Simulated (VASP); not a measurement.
# NaCl (Pm-3m) in VASP: a series of runs

Aim: see how the results for NaCl move with the level of theory and the settings. Levels: PBEsol, PBE, LDA. Tasks: single point.

Everything below comes from runs of VASP 6.6.1. Logs are shortened: lines on timing, memory, paths and dates and some standing lists are left out, and cuts for length are marked.

## 1. The cell of the first run

The structure is cubic, space group Pm-3m (No. 221). The conventional cell has a = 3.502 Å, b = 3.502 Å, c = 3.502 Å, α = 90.00°, β = 90.00°, γ = 90.00°. Within 4.0 Å of Cl (site symmetry m-3m) lie 8 Na at 3.03 Å and 6 Cl at 3.50 Å. Within 4.0 Å of Na (site symmetry m-3m) lie 8 Cl at 3.03 Å and 6 Na at 3.50 Å.

## 2. Single point, PBEsol

The input, INCAR:

```
PREC     = Accurate       # precision mode
ENCUT    = 520            # plane-wave cutoff, eV
EDIFF    = 1E-7           # SCF threshold, eV
ISMEAR   = -1             # smearing method
SIGMA    = 0.05           # smearing width, eV
LREAL    = F              # projectors in reciprocal space
LASPH    = T              # aspherical terms in the spheres
NELM     = 100            # most SCF steps
ALGO     = Normal         # electronic algorithm
ISIF     = 2              # what is computed and relaxed
LWAVE    = F              # write WAVECAR
LCHARG   = T              # write CHGCAR
GGA      = PS             # functional
LELF     = T              # ELF
LVHAR    = T            
NBANDS   = 14             # bands
```

The input, KPOINTS:

```
regular mesh
0
Gamma
  6 6 6
```

The input, POSCAR:

```
NaCl
1.0
    3.5021900000      0.0000000000      0.0000000000
    0.0000000000      3.5021900000      0.0000000000
    0.0000000000      0.0000000000      3.5021900000
Cl Na
1 1
Direct
    0.5000000000      0.5000000000      0.5000000000
    0.0000000000      0.0000000000      0.0000000000
```

Potentials or basis: VASP PAW PBE potentials, release 64 (Cl, Na_pv).

Run with:

```console
$ cat potpaw_PBE.64/Cl/POTCAR potpaw_PBE.64/Na_pv/POTCAR > POTCAR
$ mpirun -np 1 vasp_std > vasp.out
```

OUTCAR:

```text
PREC = Accurate
   ENCUT = 520
   EDIFF = 1E-7
   ISMEAR = -1
   LREAL = F
   LASPH = T
   NELM = 100
   ISIF = 2
   GGA = PS

 ion  position               nearest neighbor table
   1  0.500  0.500  0.500-
   2  0.000  0.000  0.000-

  LATTYP: Found a simple cubic cell.
 ALAT       =     3.5021900000

  Lattice vectors:

 A1 = (   3.5021900000,   0.0000000000,   0.0000000000)
 A2 = (   0.0000000000,   3.5021900000,   0.0000000000)
 A3 = (   0.0000000000,   0.0000000000,   3.5021900000)

Analysis of symmetry for initial positions (statically):
=====================================================================
 Subroutine PRICEL returns:
 Original cell was already a primitive cell.

 Routine SETGRP: Setting up the symmetry group for a
 simple cubic supercell.

 Subroutine GETGRP returns: Found 48 space group operations
 (whereof 48 operations were pure point group operations)
 out of a pool of 48 trial point group operations.

The static configuration has the point symmetry O_h .

Analysis of symmetry for dynamics (positions and initial velocities):
=====================================================================
 Subroutine PRICEL returns:
 Original cell was already a primitive cell.

 Routine SETGRP: Setting up the symmetry group for a
 simple cubic supercell.

 Subroutine GETGRP returns: Found 48 space group operations
 (whereof 48 operations were pure point group operations)
 out of a pool of 48 trial point group operations.

The dynamic configuration has the point symmetry O_h .

 Subroutine INISYM returns: Found 48 space group operations
 (whereof 48 operations are pure point group operations),
 and found     1 'primitive' translations

----------------------------------------------------------------------------------------

                                     Primitive cell

  volume of cell :      42.9555

  direct lattice vectors                    reciprocal lattice vectors
     3.502190000  0.000000000  0.000000000     0.285535622  0.000000000  0.000000000
     0.000000000  3.502190000  0.000000000     0.000000000  0.285535622  0.000000000
     0.000000000  0.000000000  3.502190000     0.000000000  0.000000000  0.285535622

  length of vectors
     3.502190000  3.502190000  3.502190000     0.285535622  0.285535622  0.285535622

  position of ions in fractional coordinates (direct lattice)
     0.500000000  0.500000000  0.500000000
     0.000000000  0.000000000  0.000000000

  ion indices of the primitive-cell ions
   primitive index   ion index
                 1           1
                 2           2

----------------------------------------------------------------------------------------

 KPOINTS: regular mesh

Automatic generation of k-mesh.
 Grid dimensions read from file:
 generate k-points for:    6    6    6

 Generating k-lattice:

  Cartesian coordinates                     Fractional coordinates (reciprocal lattice)
     0.047589270  0.000000000  0.000000000     0.166666667  0.000000000  0.000000000
     0.000000000  0.047589270  0.000000000     0.000000000  0.166666667  0.000000000
     0.000000000  0.000000000  0.047589270     0.000000000  0.000000000  0.166666667

  Length of vectors
     0.047589270  0.047589270  0.047589270

  Shift w.r.t. Gamma in fractional coordinates (k-lattice)
     0.000000000  0.000000000  0.000000000

 Subroutine IBZKPT returns following result:
 ===========================================

 Found     20 irreducible k-points:

 Following reciprocal coordinates:
            Coordinates               Weight
  0.000000  0.000000  0.000000      1.000000
  0.166667  0.000000  0.000000      6.000000
  0.333333  0.000000  0.000000      6.000000
  0.500000  0.000000  0.000000      3.000000
  0.166667  0.166667  0.000000     12.000000
  0.333333  0.166667  0.000000     24.000000
[... 12 lines left out ...]
  0.500000  0.500000  0.333333      6.000000
  0.500000  0.500000  0.500000      1.000000
   k-points           NKPTS =     20   k-points in BZ     NKDIM =     20   number of bands    NBANDS=     14
   number of dos      NEDOS =    301   number of ions     NIONS =      2
   total plane-waves  NPLWV =  21952
   dimension x,y,z NGX =    28 NGY =   28 NGZ =   28
   dimension x,y,z NGXF=    56 NGYF=   56 NGZF=   56
   ions per type =               1   1
   NGX,Y,Z   is equivalent  to a cutoff of  13.29, 13.29, 13.29 a.u.
   NGXF,Y,Z  is equivalent  to a cutoff of  26.58, 26.58, 26.58 a.u.
 SYSTEM =  unknown system
   PREC   = accura    normal or accurate (medium, high low for compatibility)
   ISTART =      0    job   : 0-new  1-cont  2-samecut
   ICHARG =      2    charge: 1-file 2-atom 10-const
   ISPIN  =      1    spin polarized calculation?
   LNONCOLLINEAR =      F non collinear calculations
   LSORBIT =      F    spin-orbit coupling
   LASPH  =      T    aspherical Exc in radial PAW
   ENCUT  =  520.0 eV  38.22 Ry    6.18 a.u.   6.51  6.51  6.51*2*pi/ulx,y,z
   NELM   =    100;   NELMIN=  2; NELMDL= -5     # of ELM steps
   EDIFF  = 0.1E-06   stopping-criterion for ELM
   LREAL  =      F    real-space projection
   EDIFFG = 0.1E-05   stopping-criterion for IOM
   NSW    =      0    number of steps for IOM
   IBRION =     -1    ionic relax: 0-MD 1-quasi-New 2-CG
   NFREE  =      0    steps in history (QN), initial steepest desc. (CG)
   ISIF   =      2    stress and relaxation
   ISYM   =      2    0-nonsym 1-usesym 2-fastsym
   POTIM  = 0.5000    time-step for ionic-motion
   TEBEG  =    0.0;   TEEND  =   0.0 temperature during run
   PSTRESS=    0.0 pullay stress
   NELECT =      14.0000    total number of electrons
   NUPDOWN=      -1.0000    fix difference up-down
   EMIN   =  10.00;   EMAX   =-10.00  energy-range for DOS
   EFERMI =   0.00;   METHOD = LEGACY
   ISMEAR =    -1;   SIGMA  =   0.05  broadening in eV -4-tet -1-fermi 0-gaus
   EFERMI_NEDOS =   21; number of points for ismear=-14 and -15
   IALGO  =     38    algorithm
   IMIX   =      4    mixing-type and parameters
     AMIX     =   0.40;   BMIX     =  1.00
     AMIX_MAG =   1.60;   BMIX_MAG =  1.00
  volume/ion in A,a.u.               =      21.48       144.94
  Fermi-wavevector in a.u.,A,eV,Ry     =   1.126621  2.129005 17.269530  1.269275
  Thomas-Fermi vector in A             =   2.263304
   LORBIT       =      0    0 simple, 1 ext, 2 COOP (PROOUT), +10 PAW based schemes
   GGA     = PS    functional components
   LHFCALC =     F    Hartree Fock is set to
   AEXX    =    0.0000 exact exchange contribution
   IVDW    =     0    specifies the selected vdW correction
   LEPSILON=     F    determine dielectric tensor
   LRPA    =     F    only Hartree local field effects (RPA)
 non-spin polarized calculation
  energy-cutoff  :      520.00
  volume of cell :       42.96
 maximum number of plane-waves:      1189
 NGX is ok and might be reduce to    28
   NGX = 13   NGY = 13   NGZ = 13

 number of electron      13.9999982 magnetization

 Free energy of the ion-electron system (eV)
  ---------------------------------------------------
  ext. energy  EPLUGINS =         0.00000000
  ---------------------------------------------------
  free energy    TOTEN  =        -6.72258006 eV

  energy without entropy =       -6.72258006  energy(sigma->0) =       -6.72258006

 E-fermi :   1.3911     XC(G=0):  -8.5855

 val. band max:        0.3715431102   @ k =   0.5000   0.5000   0.0000
 cond. band min:       4.2074045261   @ k =   0.0000   0.0000   0.0000
 fundamental gap:      3.8358614159
 Fermi energy:         1.3911362407

 k-point     1 :       0.0000    0.0000    0.0000
  band No.  band energies     occupation
      1     -21.5127      2.00000
      2     -21.5127      2.00000
      3     -21.5127      2.00000
      4     -12.9989      2.00000
      5      -0.1289      2.00000
      6      -0.1289      2.00000
      7      -0.1289      2.00000
      8       4.2074      0.00000
      9       8.7813      0.00000
     10       8.7813      0.00000
     11      15.9538      0.00000
     12      15.9538      0.00000
     13      15.9538      0.00000
     14      16.2825      0.00000

 k-point     2 :       0.1667    0.0000    0.0000
  band No.  band energies     occupation
      1     -21.5234      2.00000
      2     -21.5118      2.00000
      3     -21.5118      2.00000
      4     -12.9129      2.00000
      5      -0.9428      2.00000
      6      -0.0715      2.00000
      7      -0.0715      2.00000
      8       4.9432      0.00000
      9       9.0863      0.00000
     10       9.3199      0.00000
     11      14.1766      0.00000
     12      14.1766      0.00000
     13      15.3626      0.00000
     14      16.4916      0.00000

 k-point     3 :       0.3333    0.0000    0.0000
  band No.  band energies     occupation
      1     -21.5445      2.00000
      2     -21.5099      2.00000
      3     -21.5099      2.00000
      4     -12.7306      2.00000
      5      -2.1369      2.00000
      6       0.0480      2.00000
      7       0.0480      2.00000
      8       6.2175      0.00000
      9       9.5125      0.00000
     10       9.9455      0.00000
     11      12.6857      0.00000
     12      12.6857      0.00000
     13      14.5829      0.00000
     14      16.1503      0.00000
[... 256 lines left out ...]
 k-point    19 :       0.5000    0.5000    0.3333
  band No.  band energies     occupation
      1     -21.5416      2.00000
      2     -21.5416      2.00000
      3     -21.5315      2.00000
      4     -12.1586      2.00000
      5      -1.6247      2.00000
      6      -1.6247      2.00000
      7      -1.1042      2.00000
      8       6.8240      0.00000
      9       7.9607      0.00000
     10       7.9607      0.00000
     11      13.1170      0.00000
     12      14.0427      0.00000
     13      15.6987      0.00000
     14      15.6987      0.00000

 k-point    20 :       0.5000    0.5000    0.5000
  band No.  band energies     occupation
      1     -21.5401      2.00000
      2     -21.5401      2.00000
      3     -21.5401      2.00000
      4     -12.0861      2.00000
      5      -1.5084      2.00000
      6      -1.5084      2.00000
      7      -1.5084      2.00000
      8       7.3374      0.00000
      9       7.3374      0.00000
     10       7.3374      0.00000
     11      12.0354      0.00000
     12      16.0939      0.00000
     13      16.0939      0.00000
     14      16.0939      0.00000

------------------------ aborting loop because EDIFF is reached ----------------------------------------

  FORCE on cell =-STRESS in cart. coord.  units (eV):
  Direction    XX          YY          ZZ          XY          YZ          ZX
  --------------------------------------------------------------------------------------
  -------------------------------------------------------------------------------------
  Total       -0.3290535     -0.3290535     -0.3290535      0.0000000      0.0000000      0.0000000
  in kB      -12.2732061    -12.2732061    -12.2732061      0.0000000      0.0000000      0.0000000
  external PRESSURE =     -12.2732061 kB  Pullay stress =       0.0000000 kB

 VOLUME and BASIS-vectors are now :
 -----------------------------------------------------------------------------
  energy-cutoff  :      520.00
  volume of cell :       42.96
      direct lattice vectors                 reciprocal lattice vectors
     3.502190000  0.000000000  0.000000000     0.285535622  0.000000000  0.000000000
     0.000000000  3.502190000  0.000000000     0.000000000  0.285535622  0.000000000
     0.000000000  0.000000000  3.502190000     0.000000000  0.000000000  0.285535622

 POSITION                                       TOTAL-FORCE (eV/Angst)
 -----------------------------------------------------------------------------------
      1.75110      1.75110      1.75110         0.000000      0.000000      0.000000
      0.00000      0.00000      0.00000         0.000000      0.000000      0.000000
 -----------------------------------------------------------------------------------
    total drift:                               -0.000000      0.000000      0.000000

  FREE ENERGIE OF THE ION-ELECTRON SYSTEM (eV)
  ---------------------------------------------------
  free  energy   TOTEN  =        -6.7225800603 eV

  energy  without entropy=       -6.7225800602  energy(sigma->0) =       -6.72258006
```

It took 18 s on 1 thread of Intel Xeon 8259CL, shared host; peak memory 0.15 GiB.

What came out:

| Item | Value |
| --- | --- |
| Free energy | -6.7226 eV |
| Pressure | -1.2 GPa |
| Band gap on the k mesh | 3.84 eV (least direct gap 4.34 eV) |

Levels at points of the mesh, in eV from the valence-band top:
| k point | band 5 | band 6 | band 7 | band 8 | band 9 | band 10 |
| --- | --- | --- | --- | --- | --- | --- |
| (0.00, 0.00, 0.00) | -0.50 | -0.50 | -0.50 | 3.84 | 8.41 | 8.41 |
| (0.50, 0.00, 0.00) | -3.00 | -0.26 | -0.26 | 6.74 | 8.49 | 10.38 |
| (0.50, 0.50, 0.00) | -2.31 | -2.31 | 0.00 | 5.42 | 9.73 | 10.87 |
| (0.50, 0.50, 0.50) | -1.88 | -1.88 | -1.88 | 6.97 | 6.97 | 6.97 |

Caveat: the PAW data sets were made with another functional, which shifts forces and pressure a little.

## 3. Single point, PBE

The input, INCAR:

```
PREC = Accurate ; ENCUT = 520
EDIFF = 1E-7 ; ISMEAR = 0
SIGMA = 0.016 ; LREAL = False
LASPH = True ; NELM = 60
ALGO = Normal ; ISIF = 2
LWAVE = False ; LCHARG = True
GGA = PE ; LELF = True
LVHAR = True ; NBANDS = 14
```

The input, KPOINTS:

```
Automatic mesh
0
Gamma
  8 8 8
```

POSCAR is that of step 2.

Potentials or basis: VASP PAW PBE potentials, release 64 (Cl, Na_pv).

Run with:

```console
$ cat potpaw_PBE.64/Cl/POTCAR potpaw_PBE.64/Na_pv/POTCAR > POTCAR
$ mpirun -np 1 vasp_std > vasp.out
```

Run time: 24 s. Hardware: 1 thread of Intel Xeon 8259CL, shared host; peak memory 0.16 GiB.

The run converged. Its results:

```yaml
Free_energy: -6.4687 eV
Pressure: 0.1 GPa
Band_gap_on_the_k_mesh: 3.98 eV (least direct gap 4.47 eV)
```

Levels at points of the mesh, in eV from the valence-band top:
```tsv
k point	band 4	band 5	band 6	band 7	band 8	band 9	band 10	band 11
(0.00, 0.00, 0.00)	-13.38	-0.49	-0.49	-0.49	3.98	8.58	8.58	15.69
(0.50, 0.00, 0.00)	-13.02	-2.94	-0.26	-0.26	6.92	8.56	10.51	11.84
(0.50, 0.50, 0.00)	-12.75	-2.26	-2.26	0.00	5.54	9.88	11.03	11.03
(0.50, 0.50, 0.50)	-12.48	-1.84	-1.84	-1.84	7.12	7.12	7.12	11.65
```

(Part 1 of 2 ends here.)
